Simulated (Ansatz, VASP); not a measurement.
RbHg in VASP and in Ansatz

Contents of INCAR:

```
PREC     = Accurate       # precision mode
ENCUT    = 520            # plane-wave cutoff, eV
EDIFF    = 1E-6           # SCF threshold, eV
ISMEAR   = 0              # smearing method
SIGMA    = 0.1            # smearing width, eV
LREAL    = False          # projectors in reciprocal space
LASPH    = True           # aspherical terms in the spheres
NELM     = 100            # most SCF steps
ALGO     = Fast           # electronic algorithm
ISIF     = 2              # what is computed and relaxed
LWAVE    = False          # write WAVECAR
LCHARG   = False          # write CHGCAR
GGA      = PE             # functional
NBANDS   = 18             # bands
```

The input KPOINTS:

```
Automatic mesh
0
Gamma
  4 4 4
```

File POSCAR:

```
RbHg
1.0
    0.0000000000      3.3207344500      3.3207344500
    3.3207344500      0.0000000000      3.3207344500
    3.3207344500      3.3207344500      0.0000000000
Rb Hg
1 1
Direct
    0.7500000000      0.7500000000      0.7500000000
    0.0000000000      0.0000000000      0.0000000000
```

Input for Ansatz:

```yaml
crystal:
  lattice:
    - [0.0, 3.32073445, 3.32073445]
    - [3.32073445, 0.0, 3.32073445]
    - [3.32073445, 3.32073445, 0.0]
  atoms:
    - { symbol: Rb, position: [0.75, 0.75, 0.75] }
    - { symbol: Hg, position: [0.0, 0.0, 0.0] }
basis:
  ecutwfc: 420
kpoints:
  mp_grid: { grid: [4, 4, 4] }
hamiltonian:
  xc: pbe
scf:
  occupations: { method: gaussian, width: 0.1 }
  lower_state_search: "off"
output:
  forces: true
  stress: true
  eigenvalues: true
```

Change from the starting cell: species swapped into the GaP type (F-43m, No. 216).

Alike in both runs: task single point; functional PBE; k mesh 4 × 4 × 4; occupations gaussian, width 0.1 eV; no spin polarisation.

```csv
,VASP,Ansatz
version,VASP 6.6.1,Ansatz 0.2.0
potentials or method,"VASP PAW PBE potentials, release 64 (Rb_sv, Hg), cutoff 520 eV","scalar-relativistic, plane waves, PAW"
valence electrons in the cell,21,29
```

Ansatz gave:

```
gap on the k mesh at the Fermi level (eV) : none
pressure (GPa)                            : 13.1
```

Question: What did VASP give for the same quantities?

Answer: gap on the k mesh at the Fermi level (eV): none; pressure (GPa): 13.3.

A gap of «none» marks a metal or a gap that the smearing closes. VASP's potentials hold 21 valence electrons a cell and Ansatz's 29, so a difference there can come from the potentials and not from the codes.

The k mesh is coarse, so the values compare programs but aren't converged. Neither program's run includes spin-orbit coupling.
